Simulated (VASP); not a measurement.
Runs of VASP 6.6.1 on HgF3. The structure is that of space group Fm-3m (No. 225), or close to it. The cells are those of the table. 

| cell | gap on the mesh (eV) | pressure (GPa) |
| --- | --- | --- |
| a = 4.141 Å, angles 60.0°, 4 atoms | none | -9.2 |
| a = 3.980 Å, angles 60.0°, 4 atoms | none | 1.1 |
| a = 4.102 Å, angles 60.0°, 4 atoms | none | -7.3 |
| a = 4.063 Å, angles 60.0°, 4 atoms | none | (b) |
| a = 4.022 Å, angles 60.0°, 4 atoms | none | (a) |

Alike in all rows: task single point; level r2SCAN; potentials or basis VASP PAW PBE potentials, release 64 (Hg, F); no spin polarisation; k mesh 7 × 7 × 7; cutoff (eV) 520; smearing fermi-dirac 0.1 eV.

Problem. Estimate the missing entries.

Solution. (a) -2.3; (b) -5.0.

Caveats: the PAW data sets were made with another functional, which shifts forces and pressure a little; spin-orbit coupling is left out, which moves the levels of the heavy elements; an odd number of electrons without spin polarisation forces a metal; a magnetic or distorted state may lie lower.

A k mesh can miss the band edges, and the runs leave out spin-orbit coupling on Hg.

A gap of «none» marks levels without a gap at the run's occupations.
